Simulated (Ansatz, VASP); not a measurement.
# Mn in VASP and in Ansatz

File INCAR:

```
SYSTEM = Mn
  PREC = Accurate
  ENCUT = 600
  EDIFF = 1E-7
  ISMEAR = -1
  SIGMA = 0.1
  LREAL = .FALSE.
  LASPH = .TRUE.
  NELM = 100
  ALGO = Normal
  ISIF = 3
  LWAVE = .FALSE.
  LCHARG = .FALSE.
  GGA = PS
  IBRION = 2
  NSW = 80
  EDIFFG = -0.01
```

KPOINTS

```
Automatic mesh
0
G
  14 14 8
  0 0 0
```

File POSCAR:

```
Mn
1.0
    2.5517868831      0.0000000000      0.0000000000
   -1.2758934415      2.2099122658      0.0000000000
    0.0000000000      0.0000000000      4.1670679801
Mn
2
Direct
    0.3333333333      0.6666666667      0.2500000000
    0.6666666667      0.3333333333      0.7500000000
```

Input for Ansatz:

```yaml
crystal:
  lattice:
    - [2.5517868831, 0.0, 0.0]
    - [-1.2758934415, 2.2099122658, 0.0]
    - [0.0, 0.0, 4.1670679801]
  atoms:
    - { symbol: Mn, position: [0.3333333333, 0.6666666667, 0.25] }
    - { symbol: Mn, position: [0.6666666667, 0.3333333333, 0.75] }
hamiltonian:
  xc: pbesol
  pseudopotentials:
    kind: paw
    azcp:
      Mn: "pseudopotentials/Mn.paw.azcp"
basis:
  ecutwfc: 420
  fft_grid_basis: typed
kpoints:
  mp_grid: { grid: [14, 14, 8], shift: [0, 0, 0] }
magnetization:
  spin_polarized: false
scf:
  occupations: { method: fermi_dirac, width: 0.1 }
relax:
  max_steps: 60
  f_tol: 0.01
  cell: {}
```

Alike in both runs: task relaxation of cell and atoms; functional PBEsol; k mesh 14 × 14 × 8; occupations fermi-dirac, width 0.1 eV; no spin polarisation.

```csv
,VASP,Ansatz
version,VASP 6.6.1,Ansatz 0.2.0
potentials or method,"VASP PAW PBE potentials, release 64 (Mn_pv), cutoff 600 eV","plane waves (420 eV) with PAW, scalar-relativistic"
valence electrons in the cell,26,30
```

|  | VASP | Ansatz | Ansatz less VASP |
| --- | --- | --- | --- |
| relaxed volume (Å³/atom) | 10.32 | 10.33 | +0.007 |
| relaxed cell length with the largest relative difference (Å) | 3.961 | 3.963 | +0.0022 |

VASP's potentials were made for PBE, not for PBEsol, and Ansatz warns of the same on its side. VASP's potentials hold 26 valence electrons a cell and Ansatz's 30, so a difference there can come from the potentials and not from the codes.
